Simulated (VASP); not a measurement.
Crystal: Tb4S.

```
Tb S
1.0
     4.97409    0.00000    0.00000
     0.00000    4.97409    0.00000
     0.00000    0.00000    4.97409
Tb S
4 1
Direct
  0.50000 0.00000 0.00000
  0.00000 0.50000 0.00000
  0.00000 0.00000 0.50000
  0.50000 0.50000 0.50000
  0.00000 0.00000 0.00000
```

The cell was generated, and may not be a known phase.

* Program: VASP 6.6.1
* Task: relaxation of cell and atoms
* Functional: PBE
* Potentials or basis: VASP PAW PBE potentials, release 64 (Tb_3, S), 4f in core
* Cutoff: 500 eV
* k mesh: 4 × 4 × 4
* Occupations: gaussian, width 0.1 eV
* Spin: no spin polarisation

At the start: pressure 17.2 GPa; volume 24.61 Å³/atom.

**Question.** Where does the relaxation end?

**Answer.** Over 3 steps the energy falls by 252.8 meV/atom and the volume is 30.26 Å³/atom (+22.9 %); space group Pm-3m (No. 221, to 0.1 Å) before and after.

Step by step:
```
step  energy change (eV)  largest force (eV/Å)  pressure (GPa)  volume (Å³)
   1              0.0000                0.0000           17.16       123.07
   2             -0.6999                0.0000           -6.31       176.24
   3             -1.2641                0.0000           -0.09       151.31
```

Final structure:
```xyz
5
Lattice="5.3287 0.0000 0.0000 0.0000 5.3287 0.0000 0.0000 0.0000 5.3287" Properties=species:S:1:pos:R:3 pbc="T T T"
Tb    2.6644    0.0000    0.0000
Tb    0.0000    2.6644    0.0000
Tb    0.0000    0.0000    2.6644
Tb    2.6644    2.6644    2.6644
S     0.0000    0.0000    0.0000
```

Caveat: the volume moved by over 15 % at a fixed basis, so the end points are rough; the run has no spin polarisation, though such a crystal can be magnetic.
